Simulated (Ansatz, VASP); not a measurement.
**Rh: VASP beside Ansatz**

INCAR

```
SYSTEM = Rh
PREC = Accurate ; ENCUT = 520
EDIFF = 1E-8 ; ISMEAR = -1
SIGMA = 0.08 ; LREAL = .FALSE.
LASPH = .TRUE. ; NELM = 80
ALGO = Normal ; ISIF = 2
LWAVE = .FALSE. ; LCHARG = .FALSE.
GGA = PS ; LEFG = .TRUE.
NBANDS = 14
```

File KPOINTS:

```
Automatic mesh
0
G
  16 16 16
  0 0 0
```

Contents of POSCAR:

```
Rh
1.0
    0.0000000000      1.8758502280      1.8758502280
    1.8758502280      0.0000000000      1.8758502280
    1.8758502280      1.8758502280      0.0000000000
Rh
1
Direct
    0.0000000000      0.0000000000      0.0000000000
```

Input for Ansatz:

```yaml
crystal:
  lattice:
    - [0.0, 1.875850228, 1.875850228]
    - [1.875850228, 0.0, 1.875850228]
    - [1.875850228, 1.875850228, 0.0]
  atoms:
    - { symbol: Rh, position: [0.0, 0.0, 0.0] }
kpoints:
  mp_grid: { grid: [16, 16, 16] }
scf:
  occupations: { method: fermi_dirac, width: 0.08 }
hamiltonian:
  xc: pbesol
  pseudopotentials: { kind: paw }
output:
  forces: true
  stress: true
  eigenvalues: true
  efg: { contact_densities: true }
```

Change from the starting cell: volume scaled by 0.96, PAW files.

Alike in both runs: task electric field gradients; functional PBEsol; k mesh 16 × 16 × 16; occupations fermi-dirac, width 0.08 eV; no spin polarisation.

|  | VASP | Ansatz |
| --- | --- | --- |
| version | VASP 6.6.1 | Ansatz 0.2.0 |
| potentials or method | VASP PAW PBE potentials, release 64 (Rh_pv) | PAW with Ansatz's default frozen-core files, scalar-relativistic |
| plane-wave cutoff (eV) | 520 | 420 |
| valence electrons in the cell | 15 | 17 |

|  | VASP | Ansatz | Ansatz less VASP |
| --- | --- | --- | --- |
| pressure (GPa) | 7.3 | 7.3 | +0.07 |

VASP's potentials were made for PBE, not for PBEsol. VASP's potentials hold 15 valence electrons a cell and Ansatz's 17, so a difference there can come from the potentials and not from the codes.
